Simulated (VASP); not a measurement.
Runs of VASP 6.6.1 on AgI. The structure is that of space group F-43m (No. 216), or close to it. The cells are those of the table. 

| level | cell | cutoff (eV) | gap on the mesh (eV) | pressure (GPa) |
| --- | --- | --- | --- | --- |
| r2SCAN | a = 4.697 Å, angles 60.0°, 2 atoms | 550 | 1.79 | -0.9 |
| r2SCAN | a = 4.604 Å, angles 60.0°, 2 atoms | 550 | 1.79 | (a) |
| r2SCAN | a = 4.651 Å, angles 60.0°, 2 atoms | 550 | 1.79 | -0.1 |
| PBE | a = 4.736 Å, angles 60.0°, 2 atoms | 500 | (b) | -0.8 |

Alike in all rows: task single point; potentials or basis VASP PAW PBE potentials, release 64 (Ag, I); no spin polarisation; k mesh 6 × 6 × 6; smearing gaussian 0.01 eV.

Q: Fill in the values left out.

A: (a) 0.8; (b) 1.35.

Caveats: spin-orbit coupling is left out, which moves the levels of the heavy elements; the PAW data sets were made with another functional, which shifts forces and pressure a little (some runs).

A k mesh can miss the band edges, and the runs leave out spin-orbit coupling on Ag, I.
